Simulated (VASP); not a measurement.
# RbAu2 (P6/mmm) in VASP: a series of runs

Runs on RbAu2. Level: PBE. Tasks: relaxation of cell and atoms, single point.

All numbers are computed with VASP 6.6.1; they aren't measurements. Logs are shortened: lines on timing, memory, paths and dates and some standing lists are left out, and cuts for length are marked.

## 1. The cell of the first run

The structure is hexagonal, space group P6/mmm (No. 191). The conventional cell has a = 4.716 Å, b = 4.716 Å, c = 5.056 Å, α = 90.00°, β = 90.00°, γ = 120.00°. Within 5.1 Å of Rb (site symmetry 6/mmm) lie 12 Au at 3.72 Å and 8 Rb at 4.72 to 5.06 Å. Within 3.8 Å of Au (site symmetry -6m2) lie 3 Au at 2.72 Å and 6 Rb at 3.72 Å.

The cell was generated, and may not be a known phase.

## 2. Relaxation of cell and atoms, PBE

Input file INCAR:

```
PREC     = Accurate       # precision mode
ENCUT    = 600            # plane-wave cutoff, eV
EDIFF    = 1E-7           # SCF threshold, eV
ISMEAR   = 0              # smearing method
SIGMA    = 0.1            # smearing width, eV
LREAL    = F              # projectors in reciprocal space
LASPH    = T              # aspherical terms in the spheres
NELM     = 100            # most SCF steps
ALGO     = Fast           # electronic algorithm
ISIF     = 3              # what is computed and relaxed
LWAVE    = F              # write WAVECAR
LCHARG   = F              # write CHGCAR
GGA      = PE             # functional
IBRION   = 2              # ionic algorithm
NSW      = 90             # ionic steps
EDIFFG   = -0.04          # ionic threshold
```

Input file KPOINTS:

```
Automatic mesh
0
Gamma
  6 6 4
```

Input file POSCAR:

```
RbAu2
1.0
    4.7161587834      0.0000000000      0.0000000000
   -2.3580793917      4.0843133147      0.0000000000
    0.0000000000      0.0000000000      5.0564236309
Rb Au
1 2
Direct
    0.0000000000      0.0000000000      0.5000000000
    0.3333333333      0.6666666667      0.0000000000
    0.6666666667      0.3333333333      0.0000000000
```

Potentials or basis: VASP PAW PBE potentials, release 64 (Rb_sv, Au).

Started as:

```
cat potpaw_PBE.64/Rb_sv/POTCAR potpaw_PBE.64/Au/POTCAR > POTCAR
mpirun -np 1 vasp_std > vasp.out
```

OUTCAR:

```text
PREC = Accurate
   ENCUT = 600
   EDIFF = 1E-7
   ISMEAR = 0
   LREAL = F
   LASPH = T
   NELM = 100
   ISIF = 3
   GGA = PE
   IBRION = 2
   NSW = 90
   EDIFFG = -0.04

 ion  position               nearest neighbor table
   1  0.000  0.000  0.500-   2 3.72   3 3.72   2 3.72   3 3.72   2 3.72   2 3.72   3 3.72   3 3.72
                             3 3.72   3 3.72   2 3.72   2 3.72
   2  0.333  0.667  0.000-   3 2.72   3 2.72   3 2.72   1 3.72   1 3.72   1 3.72   1 3.72   1 3.72
                             1 3.72
   3  0.667  0.333  0.000-   2 2.72   2 2.72   2 2.72   1 3.72   1 3.72   1 3.72   1 3.72   1 3.72
                             1 3.72

  LATTYP: Found a hexagonal cell.
 ALAT       =     4.7161587834
 C/A-ratio  =     1.0721487259

  Lattice vectors:

 A1 = (   4.7161587834,   0.0000000000,   0.0000000000)
 A2 = (  -2.3580793917,   4.0843133147,   0.0000000000)
 A3 = (   0.0000000000,   0.0000000000,   5.0564236309)

Analysis of symmetry for initial positions (statically):
=====================================================================
 Subroutine PRICEL returns:
 Original cell was already a primitive cell.

 Routine SETGRP: Setting up the symmetry group for a
 hexagonal supercell.

 Subroutine GETGRP returns: Found 24 space group operations
 (whereof 24 operations were pure point group operations)
 out of a pool of 24 trial point group operations.

The static configuration has the point symmetry D_6h.

Analysis of symmetry for dynamics (positions and initial velocities):
=====================================================================
 Subroutine PRICEL returns:
 Original cell was already a primitive cell.

 Routine SETGRP: Setting up the symmetry group for a
 hexagonal supercell.

 Subroutine GETGRP returns: Found 24 space group operations
 (whereof 24 operations were pure point group operations)
 out of a pool of 24 trial point group operations.

The dynamic configuration has the point symmetry D_6h.

 Subroutine INISYM returns: Found 24 space group operations
 (whereof 24 operations are pure point group operations),
 and found     1 'primitive' translations

----------------------------------------------------------------------------------------

                                     Primitive cell

  volume of cell :      97.3982

[... 75 lines left out ...]
   NGXF,Y,Z  is equivalent  to a cutoff of  28.20, 28.20, 26.30 a.u.
 SYSTEM =  unknown system
   PREC   = accura    normal or accurate (medium, high low for compatibility)
   ISTART =      0    job   : 0-new  1-cont  2-samecut
   ICHARG =      2    charge: 1-file 2-atom 10-const
   ISPIN  =      1    spin polarized calculation?
   LNONCOLLINEAR =      F non collinear calculations
   LSORBIT =      F    spin-orbit coupling
   LASPH  =      T    aspherical Exc in radial PAW
   ENCUT  =  600.0 eV  44.10 Ry    6.64 a.u.   9.42  9.42 10.10*2*pi/ulx,y,z
   NELM   =    100;   NELMIN=  2; NELMDL= -5     # of ELM steps
   EDIFF  = 0.1E-06   stopping-criterion for ELM
   LREAL  =      F    real-space projection
   EDIFFG = -.4E-01   stopping-criterion for IOM
   NSW    =     90    number of steps for IOM
   IBRION =      2    ionic relax: 0-MD 1-quasi-New 2-CG
   NFREE  =      1    steps in history (QN), initial steepest desc. (CG)
   ISIF   =      3    stress and relaxation
   ISYM   =      2    0-nonsym 1-usesym 2-fastsym
   POTIM  = 0.5000    time-step for ionic-motion
   TEBEG  =    0.0;   TEEND  =   0.0 temperature during run
   PSTRESS=    0.0 pullay stress
   NELECT =      31.0000    total number of electrons
   NUPDOWN=      -1.0000    fix difference up-down
   EMIN   =  10.00;   EMAX   =-10.00  energy-range for DOS
   EFERMI =   0.00;   METHOD = LEGACY
   ISMEAR =     0;   SIGMA  =   0.10  broadening in eV -4-tet -1-fermi 0-gaus
   EFERMI_NEDOS =   21; number of points for ismear=-14 and -15
   IALGO  =     68    algorithm
   IMIX   =      4    mixing-type and parameters
     AMIX     =   0.40;   BMIX     =  1.00
     AMIX_MAG =   1.60;   BMIX_MAG =  1.00
  volume/ion in A,a.u.               =      32.47       219.09
  Fermi-wavevector in a.u.,A,eV,Ry     =   1.117751  2.112243 16.998676  1.249367
  Thomas-Fermi vector in A             =   2.254376
   LORBIT       =      0    0 simple, 1 ext, 2 COOP (PROOUT), +10 PAW based schemes
   GGA     = PE    functional components
   LHFCALC =     F    Hartree Fock is set to
   AEXX    =    0.0000 exact exchange contribution
   IVDW    =     0    specifies the selected vdW correction
   LEPSILON=     F    determine dielectric tensor
   LRPA    =     F    only Hartree local field effects (RPA)
 conjugate gradient relaxation of ions
 non-spin polarized calculation
 RMM-DIIS sequential band-by-band and
 Gauss-broadening in eV      SIGMA  =   0.10
  energy-cutoff  :      600.00
  volume of cell :       97.40
 maximum number of plane-waves:      3266
 NGX is ok and might be reduce to    40

--------------------------------------- Ionic step        1  -------------------------------------------

 number of electron      31.0000004 magnetization

 Free energy of the ion-electron system (eV)
  ---------------------------------------------------
  ext. energy  EPLUGINS =         0.00000000
  ---------------------------------------------------
  free energy    TOTEN  =        -8.09822597 eV

  energy without entropy =       -8.09587511  energy(sigma->0) =       -8.09705054

------------------------ aborting loop because EDIFF is reached ----------------------------------------

  FORCE on cell =-STRESS in cart. coord.  units (eV):
  Direction    XX          YY          ZZ          XY          YZ          ZX
  --------------------------------------------------------------------------------------
  -------------------------------------------------------------------------------------
  Total       -0.0639804     -0.0639804     -0.2076436      0.0000000      0.0000000      0.0000000
  in kB       -1.0524630     -1.0524630     -3.4156884      0.0000000      0.0000000      0.0000000
  external PRESSURE =      -1.8402048 kB  Pullay stress =       0.0000000 kB
[... 61 lines left out ...]
--------------------------------------- Ionic step        3  -------------------------------------------

 number of electron      31.0000005 magnetization

 Free energy of the ion-electron system (eV)
  ---------------------------------------------------
  ext. energy  EPLUGINS =         0.00000000
  ---------------------------------------------------
  free energy    TOTEN  =        -8.09901523 eV

  energy without entropy =       -8.09666439  energy(sigma->0) =       -8.09783981

 E-fermi :   2.6932     XC(G=0):  -8.7335

 val. band max:        2.2082160453   @ k =   0.3333   0.1667   0.5000
 cond. band min:       2.6931991433   @ k =   0.1667  -0.0000   0.5000
 fundamental gap:      0.4849830980
 Fermi energy:         2.6931988220

 k-point     1 :       0.0000    0.0000    0.0000
  band No.  band energies     occupation
      1     -24.3074      2.00000
      2      -8.4030      2.00000
      3      -8.4030      2.00000
      4      -8.3737      2.00000
      5      -3.2105      2.00000
      6      -1.1454      2.00000
[... 481 lines left out ...]
  FREE ENERGIE OF THE ION-ELECTRON SYSTEM (eV)
  ---------------------------------------------------
  free  energy   TOTEN  =        -8.0990152333 eV

  energy  without entropy=       -8.0966643917  energy(sigma->0) =       -8.09783981

 reached required accuracy - stopping structural energy minimisation
```

Run time: 3.7 min. Hardware: 1 thread of Intel Xeon 8259CL, shared host; peak memory 0.27 GiB.

What came out:

```yaml
Free_energy: -8.0990 eV
Relaxed_volume: 32.13 Å³/atom
Relaxed_cell: a = 4.707 Å, b = 4.707 Å, c = 5.024 Å, α = 90.00°, β = 90.00°, γ = 120.00°
Space_group_after_relaxing_to_0.1_Å: P6/mmm (No. 191)
Energy_gained_by_relaxing: 0.3 meV/atom
Ionic_steps: 3
Pressure_after_relaxing: 0.1 GPa
Band_gap_on_the_k_mesh: zero (an odd number of electrons rules out a gap without spin polarisation)
```

Stress tensor (GPa, compression positive):
```
 0.19  0.00  0.00
 0.00  0.19  0.00
 0.00  0.00 -0.11
```

Step by step:
```csv
step,energy change (eV),largest force (eV/Å),pressure (GPa),volume (Å³)
1,0.0000,0.0000,-0.18,97.40
2,-0.0006,0.0000,-0.04,96.87
3,-0.0008,0.0000,0.09,96.39
```

Final structure:
```
Rb Au
1.0
     4.70683    0.00000    0.00000
    -2.35341    4.07623    0.00000
     0.00000    0.00000    5.02395
Rb Au
1 2
Direct
  0.00000 0.00000 0.50000
  0.33333 0.66667 0.00000
  0.66667 0.33333 0.00000
```

Caveat: spin-orbit coupling is left out, which moves the levels of the heavy elements.

## 3. Single point, PBE

This run uses another cell than the first one, of 32.12 Å³/atom.

Input file INCAR:

```
SYSTEM = RbAu2
ALGO = Fast
EDIFF = 1E-6
ENCUT = 520
GGA = PE
ISIF = 2
ISMEAR = 0
LASPH = .True.
LCHARG = .False.
LREAL = .False.
LWAVE = .False.
NBANDS = 22
NELM = 100
PREC = Accurate
SIGMA = 0.1
```

Input file KPOINTS:

```
k-points
0
Gamma
  12 12 10
  0 0 0
```

Input file POSCAR:

```
RbAu2
1.0
    4.7241552488      0.0000000000      0.0000000000
   -2.3620776244      4.0912384569      0.0000000000
    0.0000000000      0.0000000000      4.9861862678
Rb Au
1 2
Direct
    0.0000000000      0.0000000000      0.5000000000
    0.3333333333      0.6666666667      0.0000000000
    0.6666666667      0.3333333333      0.0000000000
```

Potentials or basis: VASP PAW PBE potentials, release 64 (Rb_sv, Au).

Started as:

```
cat potpaw_PBE.64/Rb_sv/POTCAR potpaw_PBE.64/Au/POTCAR > POTCAR
mpirun -np 1 vasp_std > vasp.out
```

OUTCAR:

```text
SYSTEM = RbAu2
   EDIFF = 1E-6
   ENCUT = 520
   GGA = PE
   ISIF = 2
   ISMEAR = 0
   LASPH = .True.
   LREAL = .False.
   NELM = 100
   PREC = Accurate

 ion  position               nearest neighbor table
   1  0.000  0.000  0.500-   2 3.70   3 3.70   2 3.70   3 3.70   3 3.70   3 3.70   2 3.70   2 3.70
                             3 3.70   3 3.70   2 3.70   2 3.70
   2  0.333  0.667  0.000-   3 2.73   3 2.73   3 2.73   1 3.70   1 3.70   1 3.70   1 3.70   1 3.70
                             1 3.70
[... 802 lines left out ...]
  FORCE on cell =-STRESS in cart. coord.  units (eV):
  Direction    XX          YY          ZZ          XY          YZ          ZX
  --------------------------------------------------------------------------------------
  -------------------------------------------------------------------------------------
  Total       -0.0420075     -0.0420075     -0.0180366      0.0000000      0.0000000      0.0000000
  in kB       -0.6983774     -0.6983774     -0.2998591      0.0000000      0.0000000      0.0000000
  external PRESSURE =      -0.5655380 kB  Pullay stress =       0.0000000 kB

 VOLUME and BASIS-vectors are now :
 -----------------------------------------------------------------------------
  energy-cutoff  :      520.00
  volume of cell :       96.37
      direct lattice vectors                 reciprocal lattice vectors
     4.724155249  0.000000000  0.000000000     0.211678056  0.122212383  0.000000000
    -2.362077624  4.091238457  0.000000000     0.000000000  0.244424765  0.000000000
     0.000000000  0.000000000  4.986186268     0.000000000  0.000000000  0.200554080

 POSITION                                       TOTAL-FORCE (eV/Angst)
 -----------------------------------------------------------------------------------
      0.00000      0.00000      2.49309        -0.000000      0.000000      0.000000
     -0.00000      2.72749      0.00000        -0.000000      0.000000      0.000000
      2.36208      1.36375      0.00000         0.000000     -0.000000      0.000000
 -----------------------------------------------------------------------------------
    total drift:                                0.000000      0.000000      0.000000

  FREE ENERGIE OF THE ION-ELECTRON SYSTEM (eV)
  ---------------------------------------------------
  free  energy   TOTEN  =        -8.0748038621 eV

  energy  without entropy=       -8.0721069337  energy(sigma->0) =       -8.07345540
```

Wall time 6 min (1 thread of Intel Xeon 8259CL, shared host); peak memory 0.38 GiB.

What came out:

```yaml
Free_energy: -8.0748 eV
Pressure: -0.1 GPa
Band_gap_on_the_k_mesh: zero (an odd number of electrons rules out a gap without spin polarisation)
```

Levels at points of the mesh, in eV from the Fermi level:
| k point | band 12 | band 13 | band 14 | band 15 | band 16 | band 17 | band 18 | band 19 | band 20 | band 21 |
| --- | --- | --- | --- | --- | --- | --- | --- | --- | --- | --- |
| (0.00, 0.00, 0.00) | -3.34 | -2.67 | -2.55 | -2.55 | 2.74 | 3.96 | 3.96 | 4.01 | 4.91 | 6.94 |
| (0.50, 0.00, 0.00) | -2.93 | -2.29 | -2.04 | -1.99 | -0.99 | 2.94 | 3.31 | 4.35 | 6.48 | 6.53 |
| (0.00, 0.00, 0.50) | -3.18 | -2.54 | -2.49 | -2.49 | -0.53 | 5.55 | 5.65 | 5.65 | 6.06 | 6.06 |
| (0.50, 0.00, 0.50) | -2.84 | -2.31 | -1.99 | -1.24 | -1.05 | 2.33 | 2.36 | 2.40 | 6.55 | 7.22 |

Caveat: spin-orbit coupling is left out, which moves the levels of the heavy elements.

## 4. Single point, PBE

This run uses another cell than the first one: it holds 6 atoms, not 3.

Input file INCAR:

```
SYSTEM = RbAu2
PREC = Accurate
ENCUT = 520
EDIFF = 1E-6
ISMEAR = 0
SIGMA = 0.2
LREAL = .False.
LASPH = .True.
NELM = 60
ALGO = Fast
ISIF = 2
LWAVE = .False.
LCHARG = .False.
GGA = PE
NBANDS = 40
```

Input file KPOINTS:

```
regular mesh
0
Gamma
  6 4 4
  0 0 0
```

Input file POSCAR:

```
RbAu2
1.0
   -2.3620776244      4.0912384569      0.0000000000
    0.0000000000      0.0000000000      4.9861862678
    7.0862328732      4.0912384569      0.0000000000
Rb Au
2 4
Direct
    0.5000000000      0.5000000000      0.5000000000
    0.0000000000      0.5000000000      0.0000000000
    0.5000000000      0.0000000000      0.1666666667
    1.0000000000      0.0000000000      0.6666666667
    1.0000000000      0.0000000000      0.3333333333
    0.5000000000      0.0000000000      0.8333333333
```

Started as:

```
cat potpaw_PBE.64/Rb_sv/POTCAR potpaw_PBE.64/Au/POTCAR > POTCAR
mpirun -np 1 vasp_std > vasp.out
```

Wall time 8.1 min (1 thread of Intel Xeon 8259CL, shared host); peak memory 0.43 GiB.

The run converged. Its results:

```yaml
Free_energy: -16.1496 eV
Pressure: 0.0 GPa
Largest_force: 0.013 eV/Å
Band_gap_on_the_k_mesh: zero (bands 31 and 32 overlap by 2.30 eV)
```

Forces on the atoms (eV/Å):
```
Rb   0.000  0.000  0.000
Rb   0.000  0.000  0.000
Au   0.011  0.006  0.000
Au   0.011  0.006  0.000
Au  -0.011 -0.006  0.000
Au  -0.011 -0.006  0.000
```

Stress tensor (GPa, compression positive):
```
 0.02  0.04  0.00
 0.04 -0.03  0.00
 0.00  0.00 -0.09
```

Levels at points of the mesh, in eV from the Fermi level:
| k point | band 27 | band 28 | band 29 | band 30 | band 31 | band 32 | band 33 | band 34 | band 35 | band 36 |
| --- | --- | --- | --- | --- | --- | --- | --- | --- | --- | --- |
| (0.00, 0.00, 0.00) | -2.45 | -2.20 | -1.94 | -1.90 | -0.90 | 2.83 | 3.03 | 3.40 | 4.05 | 4.05 |
| (0.50, 0.00, 0.00) | -2.07 | -2.07 | -1.69 | -1.69 | -0.31 | -0.31 | 1.41 | 1.41 | 3.61 | 3.61 |
| (0.00, 0.50, 0.00) | -2.40 | -2.22 | -1.90 | -1.14 | -0.96 | -0.44 | 2.43 | 2.45 | 2.49 | 5.64 |
| (0.50, 0.50, 0.00) | -1.89 | -1.89 | -1.73 | -1.73 | -0.32 | -0.32 | 1.96 | 1.96 | 2.03 | 2.03 |
| (0.00, 0.00, 0.50) | -2.48 | -2.48 | -2.32 | -2.32 | 1.34 | 1.34 | 2.98 | 2.98 | 3.67 | 3.67 |
| (0.50, 0.00, 0.50) | -1.94 | -1.94 | -1.90 | -1.90 | -0.90 | -0.90 | 3.03 | 3.03 | 3.40 | 3.40 |
| (0.00, 0.50, 0.50) | -2.42 | -2.42 | -2.31 | -2.31 | 0.62 | 0.62 | 1.74 | 1.74 | 3.62 | 3.62 |
| (0.50, 0.50, 0.50) | -1.90 | -1.90 | -1.14 | -1.14 | -0.96 | -0.96 | 2.43 | 2.43 | 2.45 | 2.45 |

Caveat: spin-orbit coupling is left out, which moves the levels of the heavy elements.

## 5. The runs side by side

```csv
task,cell,k mesh,cutoff (eV),smearing,gap on the mesh (eV),pressure (GPa)
relaxation of cell and atoms,"relaxed from a = 4.716, b = 4.716, c = 5.056 Å, angles 90.0, 90.0, 120.0°, 3 atoms, atomic positions A",6 × 6 × 4,600,gaussian 0.1 eV,none,0.1
single point,"a = 4.724, b = 4.724, c = 4.986 Å, angles 90.0, 90.0, 120.0°, 3 atoms, atomic positions A",12 × 12 × 10,520,gaussian 0.1 eV,none,-0.1
single point,"a = 4.724, b = 4.986, c = 8.182 Å, 6 atoms, atomic positions B",6 × 4 × 4,520,gaussian 0.2 eV,none,0.0
```

Alike in all rows: level PBE; potentials or basis VASP PAW PBE potentials, release 64 (Rb_sv, Au); no spin polarisation.

Caveats: spin-orbit coupling is left out, which moves the levels of the heavy elements.

Absolute energies hang on the potentials; compare differences alone.

The gap in the log of VASP goes by the Fermi energy; the results here count the filled bands.